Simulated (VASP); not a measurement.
# Ir3O in VASP: relaxation of the atoms with PBE

Aim: the relaxation of the atoms of Ir3O with PBE.

All numbers are computed with VASP 6.6.1; they aren't measurements. Logs are shortened: lines on timing, memory, paths and dates and some standing lists are left out, and cuts for length are marked.

## Step 1: The cell of the first run

The cell holds a slab with vacuum, 4 atoms: a = 2.737 Å, b = 2.737 Å, c = 19.188 Å, α = 90.00°, β = 90.00°, γ = 90.00°.

## Step 2: Relaxation of the atoms, PBE

INCAR

```
PREC = Accurate
ENCUT = 520
EDIFF = 1E-6
ISMEAR = 0
SIGMA = 0.1
LREAL = False
LASPH = True
NELM = 100
ALGO = Normal
ISIF = 2
LWAVE = False
LCHARG = False
LDIPOL = True
IDIPOL = 3
DIPOL = 0.5 0.5 0.350
GGA = PE
IBRION = 2
NSW = 36
EDIFFG = -0.025
```

KPOINTS

```
regular mesh
0
Gamma
  10 10 1
```

POSCAR

```
Ir3O
1.0
    2.7367600872      0.0000000000      0.0000000000
    0.0000000000      2.7367600872      0.0000000000
    0.0000000000      0.0000000000     19.1883373425
Ir O
3 1
Selective dynamics
Direct
    0.5000000000      0.5000000000      0.2084599582  F F F
    0.0000000000      0.0000000000      0.3045662601  F F F
    0.5000000000      0.5000000000      0.4006776202  F F F
    0.6666666667      0.6666666667      0.4872490999  F F T
```

Potentials or basis: VASP PAW PBE potentials, release 64 (Ir, O).

Launch:

```sh
$ cat potpaw_PBE.64/Ir/POTCAR potpaw_PBE.64/O/POTCAR > POTCAR
$ mpirun -np 1 vasp_std > vasp.out
```

OUTCAR:

```text
PREC = Accurate
   ENCUT = 520
   EDIFF = 1E-6
   ISMEAR = 0
   LREAL = False
   LASPH = True
   NELM = 100
   ISIF = 2
   GGA = PE
   IBRION = 2
   NSW = 36
   EDIFFG = -0.025

 ion  position               nearest neighbor table
   1  0.500  0.500  0.208-   2 2.67   2 2.67   2 2.67   2 2.67
   2  0.000  0.000  0.305-   1 2.67   1 2.67   1 2.67   1 2.67   3 2.67   3 2.67   3 2.67   3 2.67

   3  0.500  0.500  0.401-   4 1.78   2 2.67   2 2.67   2 2.67   2 2.67
   4  0.667  0.667  0.487-   3 1.78

  LATTYP: Found a simple tetragonal cell.
 ALAT       =     2.7367600872
 C/A-ratio  =     7.0113333764

  Lattice vectors:

 A1 = (   2.7367600872,   0.0000000000,   0.0000000000)
 A2 = (   0.0000000000,   2.7367600872,   0.0000000000)
 A3 = (   0.0000000000,   0.0000000000,  19.1883373425)

Analysis of symmetry for initial positions (statically):
=====================================================================
 Subroutine PRICEL returns:
 Original cell was already a primitive cell.

 Routine SETGRP: Setting up the symmetry group for a
 simple tetragonal supercell.

 Subroutine GETGRP returns: Found  2 space group operations
 (whereof  2 operations were pure point group operations)
 out of a pool of 16 trial point group operations.

The static configuration has the point symmetry C_1h.

Analysis of symmetry for dynamics (positions and initial velocities):
=====================================================================
 Subroutine PRICEL returns:
 Original cell was already a primitive cell.

 Routine SETGRP: Setting up the symmetry group for a
 simple tetragonal supercell.

 Subroutine GETGRP returns: Found  2 space group operations
 (whereof  2 operations were pure point group operations)
 out of a pool of 16 trial point group operations.

The dynamic configuration has the point symmetry C_1h.

Analysis of constrained symmetry for selective dynamics:
=====================================================================
 Subroutine PRICEL returns:
 Original cell was already a primitive cell.

 Routine SETGRP: Setting up the symmetry group for a
 simple tetragonal supercell.

 Subroutine GETGRP returns: Found  2 space group operations
 (whereof  2 operations were pure point group operations)
 out of a pool of 16 trial point group operations.

The constrained configuration has the point symmetry C_1h.

 Subroutine INISYM returns: Found  2 space group operations
 (whereof  2 operations are pure point group operations),
 and found     1 'primitive' translations

----------------------------------------------------------------------------------------

                                     Primitive cell

  volume of cell :     143.7179

  direct lattice vectors                    reciprocal lattice vectors
     2.736760087  0.000000000  0.000000000     0.365395566  0.000000000  0.000000000
     0.000000000  2.736760087  0.000000000     0.000000000  0.365395566  0.000000000
     0.000000000  0.000000000 19.188337342     0.000000000  0.000000000  0.052114990

  length of vectors
     2.736760087  2.736760087 19.188337342     0.365395566  0.365395566  0.052114990

  position of ions in fractional coordinates (direct lattice)
     0.500000000  0.500000000  0.208459958
     0.000000000  0.000000000  0.304566260
     0.500000000  0.500000000  0.400677620
     0.666666667  0.666666667  0.487249100

  ion indices of the primitive-cell ions
   primitive index   ion index
                 1           1
                 2           2
                 3           3
                 4           4

----------------------------------------------------------------------------------------

 KPOINTS: regular mesh

Automatic generation of k-mesh.
 Grid dimensions read from file:
 generate k-points for:   10   10    1

 Generating k-lattice:

  Cartesian coordinates                     Fractional coordinates (reciprocal lattice)
     0.036539557  0.000000000  0.000000000     0.100000000  0.000000000  0.000000000
     0.000000000  0.036539557  0.000000000     0.000000000  0.100000000  0.000000000
     0.000000000  0.000000000  0.052114990     0.000000000  0.000000000  1.000000000

  Length of vectors
     0.036539557  0.036539557  0.052114990

  Shift w.r.t. Gamma in fractional coordinates (k-lattice)
     0.000000000  0.000000000  0.000000000

 Subroutine IBZKPT returns following result:
 ===========================================

 Found     31 irreducible k-points:

 Following reciprocal coordinates:
            Coordinates               Weight
  0.000000  0.000000  0.000000      1.000000
  0.100000  0.000000  0.000000      4.000000
  0.200000  0.000000  0.000000      4.000000
  0.300000  0.000000  0.000000      4.000000
  0.400000  0.000000  0.000000      4.000000
  0.500000  0.000000  0.000000      2.000000
[... 16 lines left out ...]
  0.300000  0.300000  0.000000      2.000000
 -0.300000  0.300000  0.000000      2.000000
 [... further k-points ...]
   k-points           NKPTS =     31   k-points in BZ     NKDIM =     31   number of bands    NBANDS=     20
   number of dos      NEDOS =    301   number of ions     NIONS =      4
   total plane-waves  NPLWV =  57600
   dimension x,y,z NGX =    20 NGY =   20 NGZ =  144
   dimension x,y,z NGXF=    40 NGYF=   40 NGZF=  288
   ions per type =               3   1
   NGX,Y,Z   is equivalent  to a cutoff of  12.15, 12.15, 12.48 a.u.
   NGXF,Y,Z  is equivalent  to a cutoff of  24.30, 24.30, 24.95 a.u.
 SYSTEM =  unknown system
   PREC   = accura    normal or accurate (medium, high low for compatibility)
   ISTART =      0    job   : 0-new  1-cont  2-samecut
   ICHARG =      2    charge: 1-file 2-atom 10-const
   ISPIN  =      1    spin polarized calculation?
   LNONCOLLINEAR =      F non collinear calculations
   LSORBIT =      F    spin-orbit coupling
   LASPH  =      T    aspherical Exc in radial PAW
   ENCUT  =  520.0 eV  38.22 Ry    6.18 a.u.   5.09  5.09 35.68*2*pi/ulx,y,z
   NELM   =    100;   NELMIN=  2; NELMDL= -5     # of ELM steps
   EDIFF  = 0.1E-05   stopping-criterion for ELM
   LREAL  =      F    real-space projection
   EDIFFG = -.3E-01   stopping-criterion for IOM
   NSW    =     36    number of steps for IOM
   IBRION =      2    ionic relax: 0-MD 1-quasi-New 2-CG
   NFREE  =      1    steps in history (QN), initial steepest desc. (CG)
   ISIF   =      2    stress and relaxation
   ISYM   =      2    0-nonsym 1-usesym 2-fastsym
   POTIM  = 0.5000    time-step for ionic-motion
   TEBEG  =    0.0;   TEEND  =   0.0 temperature during run
   PSTRESS=    0.0 pullay stress
   NELECT =      33.0000    total number of electrons
   NUPDOWN=      -1.0000    fix difference up-down
   EMIN   =  10.00;   EMAX   =-10.00  energy-range for DOS
   EFERMI =   0.00;   METHOD = LEGACY
   ISMEAR =     0;   SIGMA  =   0.10  broadening in eV -4-tet -1-fermi 0-gaus
   EFERMI_NEDOS =   21; number of points for ismear=-14 and -15
   IALGO  =     38    algorithm
   IMIX   =      4    mixing-type and parameters
     AMIX     =   0.40;   BMIX     =  1.00
     AMIX_MAG =   1.60;   BMIX_MAG =  1.00
  volume/ion in A,a.u.               =      35.93       242.46
  Fermi-wavevector in a.u.,A,eV,Ry     =   1.002480  1.894413 13.673405  1.004967
  Thomas-Fermi vector in A             =   2.134970
   LORBIT       =      0    0 simple, 1 ext, 2 COOP (PROOUT), +10 PAW based schemes
   GGA     = PE    functional components
   LHFCALC =     F    Hartree Fock is set to
   AEXX    =    0.0000 exact exchange contribution
   IVDW    =     0    specifies the selected vdW correction
   LEPSILON=     F    determine dielectric tensor
   LRPA    =     F    only Hartree local field effects (RPA)
 conjugate gradient relaxation of ions
 non-spin polarized calculation
 Gauss-broadening in eV      SIGMA  =   0.10
  energy-cutoff  :      520.00
  volume of cell :      143.72
 maximum number of plane-waves:      3910
   NGX = 11   NGY = 11   NGZ = 71

 dipolmoment           0.000000      0.000000     -0.075079 electrons x Angstroem

--------------------------------------- Ionic step        1  -------------------------------------------

 number of electron      32.9999998 magnetization

 Free energy of the ion-electron system (eV)
  ---------------------------------------------------
  ext. energy  EPLUGINS =         0.00000000
  ---------------------------------------------------
  free energy    TOTEN  =       -29.26303707 eV

  energy without entropy =      -29.23722627  energy(sigma->0) =      -29.25013167

------------------------ aborting loop because EDIFF is reached ----------------------------------------

  FORCE on cell =-STRESS in cart. coord.  units (eV):
  Direction    XX          YY          ZZ          XY          YZ          ZX
  --------------------------------------------------------------------------------------
  -------------------------------------------------------------------------------------
  Total        0.8008570      0.8008570      3.3421533     -0.1483045      0.0437650      0.0437655
  in kB        8.9280123      8.9280123     37.2585672     -1.6533089      0.4878958      0.4879007
  external PRESSURE =      18.3715306 kB  Pullay stress =       0.0000000 kB
[... 61 lines left out ...]
  energy  without entropy=      -29.2394233209  energy(sigma->0) =      -29.25239659

--------------------------------------- Ionic step        3  -------------------------------------------

 number of electron      33.0000000 magnetization

 dipolmoment           0.000000      0.000000      0.093846 electrons x Angstroem

 Free energy of the ion-electron system (eV)
  ---------------------------------------------------
  ext. energy  EPLUGINS =         0.00000000
  ---------------------------------------------------
  free energy    TOTEN  =       -29.26624829 eV

  energy without entropy =      -29.24036002  energy(sigma->0) =      -29.25330415

 E-fermi :  -1.0968     XC(G=0):  -5.7183

 val. band max:       -1.1019803113   @ k =   0.3000   0.1000   0.0000
 cond. band min:      -1.0875725678   @ k =  -0.2000   0.3000   0.0000
 fundamental gap:      0.0144077435
 Fermi energy:        -1.0967613594

 k-point     1 :       0.0000    0.0000    0.0000
  band No.  band energies     occupation
      1     -19.6764      2.00000
      2     -11.0518      2.00000
      3      -8.7917      2.00000
      4      -8.1179      2.00000
      5      -8.0746      2.00000
      6      -6.5556      2.00000
[... 12 lines left out ...]
     19      -0.2287      0.00000
[... 513 lines left out ...]
      4      -7.2148      2.00000
      5      -7.0950      2.00000
      6      -6.2702      2.00000
[... 12 lines left out ...]
     19      -0.2299      0.00000
     20       0.3459      0.00000

 [... further k-points ...]

------------------------ aborting loop because EDIFF is reached ----------------------------------------

 vacuum level on the upper side and lower side of the slab       (xc-potential included)         1.082        -1.126

  FORCE on cell =-STRESS in cart. coord.  units (eV):
  Direction    XX          YY          ZZ          XY          YZ          ZX
  --------------------------------------------------------------------------------------
  -------------------------------------------------------------------------------------
  Total        0.6553371      0.6553371      2.5589980     -0.1976650     -0.1528908     -0.1528907
  in kB        7.3057454      7.3057454     28.5278949     -2.2035838     -1.7044372     -1.7044365
  external PRESSURE =      14.3797953 kB  Pullay stress =       0.0000000 kB

 VOLUME and BASIS-vectors are now :
 -----------------------------------------------------------------------------
  energy-cutoff  :      520.00
  volume of cell :      143.72
      direct lattice vectors                 reciprocal lattice vectors
     2.736760087  0.000000000  0.000000000     0.365395566  0.000000000  0.000000000
     0.000000000  2.736760087  0.000000000     0.000000000  0.365395566  0.000000000
     0.000000000  0.000000000 19.188337342     0.000000000  0.000000000  0.052114990
[... 10 lines left out ...]
  FREE ENERGIE OF THE ION-ELECTRON SYSTEM (eV)
  ---------------------------------------------------
  free  energy   TOTEN  =       -29.2662482855 eV

  energy  without entropy=      -29.2403600193  energy(sigma->0) =      -29.25330415

 reached required accuracy - stopping structural energy minimisation

 vacuum level on the upper side and lower side of the slab         6.605         4.341
```

It took 2.5 min on 1 thread of Intel Xeon 6975P-C (Granite Rapids), shared host; peak memory 0.28 GiB.

What came out:

```yaml
Free_energy: -29.2662 eV
Energy_gained_by_relaxing: 0.8 meV/atom
Ionic_steps: 3
Band_gap_on_the_k_mesh: zero (an odd number of electrons rules out a gap without spin polarisation)
```

The path:
```csv
step,energy change (eV),largest force on free atoms (eV/Å),pressure (GPa)
1,0.0000,0.4548,1.84
2,-0.0023,0.2244,1.23
3,-0.0032,0.0001,1.44
```

Final structure:
```yaml
crystal:
  lattice:
    - [2.73676, 0.00000, 0.00000]
    - [0.00000, 2.73676, 0.00000]
    - [0.00000, 0.00000, 19.18834]
  atoms:
    - { symbol: Ir, position: [0.50000, 0.50000, 0.20846] }
    - { symbol: Ir, position: [0.00000, 0.00000, 0.30457] }
    - { symbol: Ir, position: [0.50000, 0.50000, 0.40068] }
    - { symbol: O, position: [0.66667, 0.66667, 0.48799] }
```

Levels at points of the mesh, in eV from the Fermi level:
```csv
k point,band 14,band 15,band 16,band 17,band 18,band 19,band 20
"(0.00, 0.00, 0.00)",-1.20,-0.80,-0.31,-0.25,0.11,0.87,0.96
"(0.50, 0.00, 0.00)",-1.44,-0.59,-0.07,0.47,0.80,1.08,1.71
"(0.50, 0.50, 0.00)",0.44,0.54,1.17,1.20,2.16,2.16,4.22
```

Caveat: spin-orbit coupling is left out, which moves the levels of the heavy elements; an odd number of electrons without spin polarisation forces a metal; a magnetic or distorted state may lie lower.
